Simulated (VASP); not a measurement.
# MgO (Imm2) in VASP: further runs

The runs below take MgO through single point, with r2SCAN.

All numbers are computed with VASP 6.6.1; they aren't measurements. Logs are shortened: lines on timing, memory, paths and dates and some standing lists are left out, and cuts for length are marked.

## 1. The cell of the first run

It takes space group Imm2 (No. 44, orthorhombic). Conventional cell: a = 3.020 Å, b = 4.270 Å, c = 3.020 Å, α = 90.00°, β = 90.00°, γ = 90.00°. Within 2.3 Å of Mg (site symmetry mm2) lie 4 O at 1.76 to 2.22 Å. Within 2.3 Å of O (site symmetry mm2) lie 4 Mg at 1.76 to 2.22 Å.

## 2. Single point, r2SCAN (atom 2 (O) moved by (-0.600, +0.000) A along [1 1 0] and z)

POSCAR

```
MgO
1.0
    0.0000000000      2.1351500000      2.1351500000
    2.1351500000      0.0000000000      2.1351500000
    2.1351500000      2.1351500000      0.0000000000
Mg O
1 1
Direct
    0.0000000000      0.0000000000      0.0000000000
    0.5000000000      0.5000000000      0.3012954272
```

INCAR.step1

```
PREC = Accurate
ENCUT = 520
ISMEAR = 0
SIGMA = 0.05
LREAL = False
LASPH = True
NELM = 60
NBANDS = 11
GGA = PE
ALGO = Normal
EDIFF = 1E-4
LWAVE = True
LCHARG = False
```

INCAR.step2

```
PREC = Accurate
ENCUT = 520
EDIFF = 1E-6
ISMEAR = 0
SIGMA = 0.05
LREAL = False
LASPH = True
NELM = 60
ALGO = Normal
ISIF = 2
LWAVE = False
LCHARG = True
METAGGA = R2SCAN
LMIXTAU = True
LELF = True
LVHAR = True
NBANDS = 11
ISTART = 1
```

KPOINTS

```
regular mesh
0
Gamma
  10 10 10
```

Potentials or basis: VASP PAW PBE potentials, release 64 (Mg, O).

On the command line:

```sh
$ cat potpaw_PBE.64/Mg/POTCAR potpaw_PBE.64/O/POTCAR > POTCAR
$ cp INCAR.step1 INCAR
$ mpirun -np 1 vasp_std > vasp.out
$ cp INCAR.step2 INCAR
$ mpirun -np 1 vasp_std > vasp.out
```

OUTCAR:

```text
PREC = Accurate
   ENCUT = 520
   EDIFF = 1E-6
   ISMEAR = 0
   LREAL = False
   LASPH = True
   NELM = 60
   ISIF = 2
   METAGGA = R2SCAN
   ISTART = 1

 ion  position               nearest neighbor table
   1  0.000  0.000  0.000-   2 1.76   2 1.76   2 2.22   2 2.22   2 2.59   2 2.59
   2  0.500  0.500  0.301-   1 1.76   1 1.76   1 2.22   1 2.22   1 2.59   1 2.59

  LATTYP: Found a face centered cubic cell.
 ALAT       =     4.2703000000

  Lattice vectors:

 A1 = (   0.0000000000,   2.1351500000,   2.1351500000)
 A2 = (   2.1351500000,   0.0000000000,   2.1351500000)
 A3 = (   2.1351500000,   2.1351500000,   0.0000000000)

Analysis of symmetry for initial positions (statically):
=====================================================================
 Subroutine PRICEL returns:
 Original cell was already a primitive cell.

 Routine SETGRP: Setting up the symmetry group for a
 face centered cubic supercell.

 Subroutine GETGRP returns: Found  4 space group operations
 (whereof  4 operations were pure point group operations)
 out of a pool of 48 trial point group operations.

The static configuration has the point symmetry C_2v.

Analysis of symmetry for dynamics (positions and initial velocities):
=====================================================================
 Subroutine PRICEL returns:
 Original cell was already a primitive cell.

 Routine SETGRP: Setting up the symmetry group for a
 face centered cubic supercell.

 Subroutine GETGRP returns: Found  4 space group operations
 (whereof  4 operations were pure point group operations)
 out of a pool of 48 trial point group operations.

The dynamic configuration has the point symmetry C_2v.

 Subroutine INISYM returns: Found  4 space group operations
 (whereof  4 operations are pure point group operations),
 and found     1 'primitive' translations

----------------------------------------------------------------------------------------

                                     Primitive cell

  volume of cell :      19.4677

  direct lattice vectors                    reciprocal lattice vectors
     0.000000000  2.135150000  2.135150000    -0.234175585  0.234175585  0.234175585
     2.135150000  0.000000000  2.135150000     0.234175585 -0.234175585  0.234175585
     2.135150000  2.135150000  0.000000000     0.234175585  0.234175585 -0.234175585

  length of vectors
     3.019558088  3.019558088  3.019558088     0.405604011  0.405604011  0.405604011

[... 75 lines left out ...]
   LNONCOLLINEAR =      F non collinear calculations
   LSORBIT =      F    spin-orbit coupling
   LASPH  =      T    aspherical Exc in radial PAW
   ENCUT  =  520.0 eV  38.22 Ry    6.18 a.u.   5.61  5.61  5.61*2*pi/ulx,y,z
   NELM   =     60;   NELMIN=  2; NELMDL=  0     # of ELM steps
   EDIFF  = 0.1E-05   stopping-criterion for ELM
   LREAL  =      F    real-space projection
[... 7 lines left out ...]
   TEBEG  =    0.0;   TEEND  =   0.0 temperature during run
   PSTRESS=    0.0 pullay stress
   NELECT =       8.0000    total number of electrons
   NUPDOWN=      -1.0000    fix difference up-down
   EMIN   =  10.00;   EMAX   =-10.00  energy-range for DOS
   EFERMI =   0.00;   METHOD = LEGACY
   ISMEAR =     0;   SIGMA  =   0.05  broadening in eV -4-tet -1-fermi 0-gaus
   EFERMI_NEDOS =   21; number of points for ismear=-14 and -15
   IALGO  =     38    algorithm
   IMIX   =      4    mixing-type and parameters
     AMIX     =   0.40;   BMIX     =  1.00
     AMIX_MAG =   1.60;   BMIX_MAG =  1.00
  volume/ion in A,a.u.               =       9.73        65.69
  Fermi-wavevector in a.u.,A,eV,Ry     =   1.217119  2.300022 20.155386  1.481379
  Thomas-Fermi vector in A             =   2.352450
   LORBIT       =      0    0 simple, 1 ext, 2 COOP (PROOUT), +10 PAW based schemes
   METAGGA = R2SCAN    functional components
   LHFCALC =     F    Hartree Fock is set to
   AEXX    =    0.0000 exact exchange contribution
   IVDW    =     0    specifies the selected vdW correction
   LEPSILON=     F    determine dielectric tensor
   LRPA    =     F    only Hartree local field effects (RPA)
 non-spin polarized calculation
 Gauss-broadening in eV      SIGMA  =   0.05
  energy-cutoff  :      520.00
  volume of cell :       19.47
 maximum number of plane-waves:       544
   NGX = 11   NGY = 11   NGZ = 11

 number of electron       8.0000000 magnetization

 Free energy of the ion-electron system (eV)
  ---------------------------------------------------
  ext. energy  EPLUGINS =         0.00000000
  ---------------------------------------------------
  free energy    TOTEN  =       -15.12206522 eV

  energy without entropy =      -15.12206522  energy(sigma->0) =      -15.12206522

 E-fermi :   2.5222     XC(G=0): -11.2588

 val. band max:        2.3192358377   @ k =  -0.1000   0.1000   0.0000
 cond. band min:       7.2633176044   @ k =   0.0000   0.0000   0.0000
 fundamental gap:      4.9440817667
 Fermi energy:         2.5221884612

 k-point     1 :       0.0000    0.0000    0.0000
  band No.  band energies     occupation
      1     -15.6831      2.00000
      2       1.8223      2.00000
      3       2.2449      2.00000
      4       2.2627      2.00000
      5       7.2633      0.00000
      6      18.9440      0.00000
      7      20.4972      0.00000
      8      20.8195      0.00000
      9      22.0400      0.00000
     10      25.1008      0.00000
     11      25.2705      0.00000
[... 309 lines left out ...]
 k-point    24 :       0.1000    0.0000    0.4000
  band No.  band energies     occupation
      1     -14.7694      2.00000
      2      -1.3336      2.00000
      3       1.2675      2.00000
      4       1.7355      2.00000
      5      11.2020      0.00000
      6      14.9105      0.00000
      7      18.3274      0.00000
      8      20.8378      0.00000
      9      23.5843      0.00000
     10      25.5730      0.00000
     11      27.5253      0.00000

 [... further k-points ...]
[... 5 lines left out ...]
  --------------------------------------------------------------------------------------
  -------------------------------------------------------------------------------------
  Total        5.1012649      5.1012649     -1.4724771     -2.2931761      0.0000000      0.0000000
  in kB      419.8298315    419.8298315   -121.1836314   -188.7264699      0.0000000      0.0000000
  external PRESSURE =     239.4920105 kB  Pullay stress =       0.0000000 kB

 VOLUME and BASIS-vectors are now :
 -----------------------------------------------------------------------------
  energy-cutoff  :      520.00
  volume of cell :       19.47
      direct lattice vectors                 reciprocal lattice vectors
     0.000000000  2.135150000  2.135150000    -0.234175585  0.234175585  0.234175585
     2.135150000  0.000000000  2.135150000     0.234175585 -0.234175585  0.234175585
     2.135150000  2.135150000  0.000000000     0.234175585  0.234175585 -0.234175585

 POSITION                                       TOTAL-FORCE (eV/Angst)
 -----------------------------------------------------------------------------------
      0.00000      0.00000      0.00000        -2.767320     -2.767320      0.000000
      1.71089      1.71089      2.13515         2.767320      2.767320      0.000000
 -----------------------------------------------------------------------------------
    total drift:                                0.001026      0.001026     -0.000001

  FREE ENERGIE OF THE ION-ELECTRON SYSTEM (eV)
  ---------------------------------------------------
  free  energy   TOTEN  =       -15.1220652238 eV

  energy  without entropy=      -15.1220652238  energy(sigma->0) =      -15.12206522
```

Wall time 92 s (1 thread of Intel Xeon Platinum 8124M at 3.00GHz (Skylake/Cascade Lake), shared host); peak memory 0.17 GiB.

What came out:

```yaml
Free_energy: -15.1221 eV
Pressure: 23.9 GPa
Largest_force: 3.914 eV/Å
Band_gap_on_the_k_mesh: 4.94 eV, indirect (least direct gap 5.00 eV)
```

Forces on the atoms (eV/Å):
```
Mg  -2.767 -2.767  0.000
O    2.767  2.767  0.000
```

Stress tensor (GPa, compression positive):
```
 41.98 -18.87   0.00
-18.87  41.98   0.00
  0.00   0.00 -12.12
```

Caveat: the cell differs from its parent crystal (atom 2 (O) moved by (-0.600, +0.000) A along [1 1 0] and z); the PAW data sets were made with another functional, which shifts forces and pressure a little.

## 3. Single point, r2SCAN (atom 2 (O) moved by (-0.300, +0.000) A along [1 1 0] and z)

Edit POSCAR of step 2 so:

```diff
@@ -9,2 +9,2 @@
     0.0000000000      0.0000000000      0.0000000000
-    0.5000000000      0.5000000000      0.3012954272
+    0.5000000000      0.5000000000      0.4006477136
```

INCAR.step1

```
SYSTEM = MgO
PREC = Accurate
ENCUT = 520
ISMEAR = 0
SIGMA = 0.05
LREAL = .False.
LASPH = .True.
NELM = 80
NBANDS = 11
GGA = PE
ALGO = Normal
EDIFF = 1E-4
LWAVE = .True.
LCHARG = .False.
```

INCAR.step2

```
SYSTEM = MgO
PREC = Accurate
ENCUT = 520
EDIFF = 1E-6
ISMEAR = 0
SIGMA = 0.05
LREAL = .False.
LASPH = .True.
NELM = 80
ALGO = Normal
ISIF = 2
LWAVE = .False.
LCHARG = .False.
METAGGA = R2SCAN
LMIXTAU = .True.
NBANDS = 11
ISTART = 1
```

KPOINTS

```
Automatic mesh
0
Gamma
  10 10 10
  0 0 0
```

Potentials or basis: VASP PAW PBE potentials, release 64 (Mg, O).

On the command line:

```sh
$ cat potpaw_PBE.64/Mg/POTCAR potpaw_PBE.64/O/POTCAR > POTCAR
$ cp INCAR.step1 INCAR
$ mpirun -np 1 vasp_std > vasp.out
$ cp INCAR.step2 INCAR
$ mpirun -np 1 vasp_std > vasp.out
```

OUTCAR:

```text
SYSTEM = MgO
   PREC = Accurate
   ENCUT = 520
   EDIFF = 1E-6
   ISMEAR = 0
   LREAL = .False.
   LASPH = .True.
   NELM = 80
   ISIF = 2
   METAGGA = R2SCAN
   ISTART = 1

 ion  position               nearest neighbor table
   1  0.000  0.000  0.000-   2 1.93   2 1.93   2 2.16   2 2.16   2 2.36   2 2.36
   2  0.500  0.500  0.401-   1 1.93   1 1.93   1 2.16   1 2.16   1 2.36   1 2.36

  LATTYP: Found a face centered cubic cell.
 ALAT       =     4.2703000000

  Lattice vectors:

 A1 = (   0.0000000000,   2.1351500000,   2.1351500000)
 A2 = (   2.1351500000,   0.0000000000,   2.1351500000)
 A3 = (   2.1351500000,   2.1351500000,   0.0000000000)

Analysis of symmetry for initial positions (statically):
=====================================================================
 Subroutine PRICEL returns:
 Original cell was already a primitive cell.

 Routine SETGRP: Setting up the symmetry group for a
 face centered cubic supercell.

 Subroutine GETGRP returns: Found  4 space group operations
 (whereof  4 operations were pure point group operations)
 out of a pool of 48 trial point group operations.

The static configuration has the point symmetry C_2v.

Analysis of symmetry for dynamics (positions and initial velocities):
=====================================================================
 Subroutine PRICEL returns:
 Original cell was already a primitive cell.

 Routine SETGRP: Setting up the symmetry group for a
 face centered cubic supercell.

 Subroutine GETGRP returns: Found  4 space group operations
 (whereof  4 operations were pure point group operations)
 out of a pool of 48 trial point group operations.

The dynamic configuration has the point symmetry C_2v.

 Subroutine INISYM returns: Found  4 space group operations
 (whereof  4 operations are pure point group operations),
 and found     1 'primitive' translations

----------------------------------------------------------------------------------------

                                     Primitive cell
[... 114 lines left out ...]
  Thomas-Fermi vector in A             =   2.352450
   LORBIT       =      0    0 simple, 1 ext, 2 COOP (PROOUT), +10 PAW based schemes
   METAGGA = R2SCAN    functional components
   LHFCALC =     F    Hartree Fock is set to
   AEXX    =    0.0000 exact exchange contribution
   IVDW    =     0    specifies the selected vdW correction
   LEPSILON=     F    determine dielectric tensor
   LRPA    =     F    only Hartree local field effects (RPA)
 non-spin polarized calculation
 Gauss-broadening in eV      SIGMA  =   0.05
  energy-cutoff  :      520.00
  volume of cell :       19.47
 maximum number of plane-waves:       544
   NGX = 11   NGY = 11   NGZ = 11

 number of electron       8.0000001 magnetization

 Free energy of the ion-electron system (eV)
  ---------------------------------------------------
  ext. energy  EPLUGINS =         0.00000000
  ---------------------------------------------------
  free energy    TOTEN  =       -15.91878856 eV

  energy without entropy =      -15.91878856  energy(sigma->0) =      -15.91878856

 E-fermi :   2.6603     XC(G=0): -11.3496

 val. band max:        2.4169535259   @ k =   0.0000   0.0000   0.0000
 cond. band min:       7.5738270213   @ k =   0.0000   0.0000   0.0000
 fundamental gap:      5.1568734953
 Fermi energy:         2.6603384701

 k-point     1 :       0.0000    0.0000    0.0000
  band No.  band energies     occupation
      1     -15.5614      2.00000
      2       2.2749      2.00000
      3       2.4111      2.00000
      4       2.4170      2.00000
      5       7.5738      0.00000
      6      19.0387      0.00000
      7      19.4026      0.00000
      8      19.5647      0.00000
      9      22.8527      0.00000
     10      24.9130      0.00000
     11      25.0007      0.00000
[... 309 lines left out ...]
 k-point    24 :       0.1000    0.0000    0.4000
  band No.  band energies     occupation
      1     -14.6025      2.00000
      2      -1.2893      2.00000
      3       1.5796      2.00000
      4       1.7913      2.00000
      5      11.2725      0.00000
      6      15.2290      0.00000
      7      18.6068      0.00000
      8      20.2156      0.00000
      9      23.4799      0.00000
     10      25.6357      0.00000
     11      26.4474      0.00000

 [... further k-points ...]
[... 5 lines left out ...]
  --------------------------------------------------------------------------------------
  -------------------------------------------------------------------------------------
  Total        0.5279157      0.5279157     -1.1589797     -0.2954481      0.0000000      0.0000000
  in kB       43.4470163     43.4470163    -95.3830598    -24.3151290      0.0000000      0.0000000
  external PRESSURE =      -2.8296757 kB  Pullay stress =       0.0000000 kB

 VOLUME and BASIS-vectors are now :
 -----------------------------------------------------------------------------
  energy-cutoff  :      520.00
  volume of cell :       19.47
      direct lattice vectors                 reciprocal lattice vectors
     0.000000000  2.135150000  2.135150000    -0.234175585  0.234175585  0.234175585
     2.135150000  0.000000000  2.135150000     0.234175585 -0.234175585  0.234175585
     2.135150000  2.135150000  0.000000000     0.234175585  0.234175585 -0.234175585

 POSITION                                       TOTAL-FORCE (eV/Angst)
 -----------------------------------------------------------------------------------
      0.00000      0.00000      0.00000        -1.089936     -1.089936      0.000000
      1.92302      1.92302      2.13515         1.089936      1.089936     -0.000000
 -----------------------------------------------------------------------------------
    total drift:                                0.001256      0.001256     -0.000005

  FREE ENERGIE OF THE ION-ELECTRON SYSTEM (eV)
  ---------------------------------------------------
  free  energy   TOTEN  =       -15.9187885555 eV

  energy  without entropy=      -15.9187885555  energy(sigma->0) =      -15.91878856
```

OSZICAR.step1:

```text
N       E                     dE             d eps       ncg     rms          rms(c)
DAV:   1     0.139113745467E+02    0.13911E+02   -0.45681E+03  4306   0.644E+02
DAV:   2    -0.127969557771E+02   -0.26708E+02   -0.26102E+02  4291   0.135E+02
DAV:   3    -0.133877906493E+02   -0.59083E+00   -0.59047E+00  4575   0.177E+01
DAV:   4    -0.133893016110E+02   -0.15110E-02   -0.15109E-02  4137   0.101E+00
DAV:   5    -0.133893067515E+02   -0.51404E-05   -0.51404E-05  4350   0.575E-02    0.750E+00
DAV:   6    -0.117154656227E+02    0.16738E+01   -0.97964E+00  4083   0.170E+01    0.233E+00
DAV:   7    -0.116994477526E+02    0.16018E-01   -0.66869E-02  4188   0.223E+00    0.139E+00
DAV:   8    -0.116926395894E+02    0.68082E-02   -0.33628E-02  3954   0.203E+00    0.266E-01
DAV:   9    -0.116919848159E+02    0.65477E-03   -0.21924E-03  4380   0.335E-01    0.878E-02
DAV:  10    -0.116920698166E+02   -0.85001E-04   -0.21263E-04  4071   0.119E-01
   1 F= -.11692070E+02 E0= -.11692070E+02  d E =-.349735E-16
```

It took 90 s on 1 thread of Intel Xeon Platinum 8124M at 3.00GHz (Skylake/Cascade Lake), shared host; peak memory 0.17 GiB.

Results:

* Free energy: -15.9188 eV
* Pressure: -0.3 GPa
* Largest force: 1.541 eV/Å
* Band gap on the k mesh: 5.16 eV, direct

Forces in eV/Å, atoms in the order of the input:
```
Mg  -1.090 -1.090  0.000
O    1.090  1.090  0.000
```

Stress tensor (GPa, compression positive):
```
 4.34 -2.43  0.00
-2.43  4.34  0.00
 0.00  0.00 -9.54
```

Levels at points of the mesh, in eV from the valence-band top:
```tsv
k point	band 1	band 2	band 3	band 4	band 5	band 6	band 7	band 8
(0.00, 0.00, 0.00)	-17.98	-0.14	-0.01	0.00	5.16	16.62	16.99	17.15
(0.50, 0.00, 0.00)	-16.86	-4.38	-0.60	-0.49	8.49	12.86	16.87	17.43
(0.00, 0.00, 0.50)	-16.85	-4.37	-0.73	-0.56	8.68	13.08	16.93	17.27
(0.50, 0.50, 0.00)	-16.61	-3.88	-1.39	-1.27	10.08	10.43	13.92	19.47
(0.00, 0.50, 0.50)	-16.62	-3.84	-1.31	-1.28	10.15	10.17	13.91	19.73
```

Caveat: the cell differs from its parent crystal (atom 2 (O) moved by (-0.300, +0.000) A along [1 1 0] and z); the PAW data sets were made with another functional, which shifts forces and pressure a little.
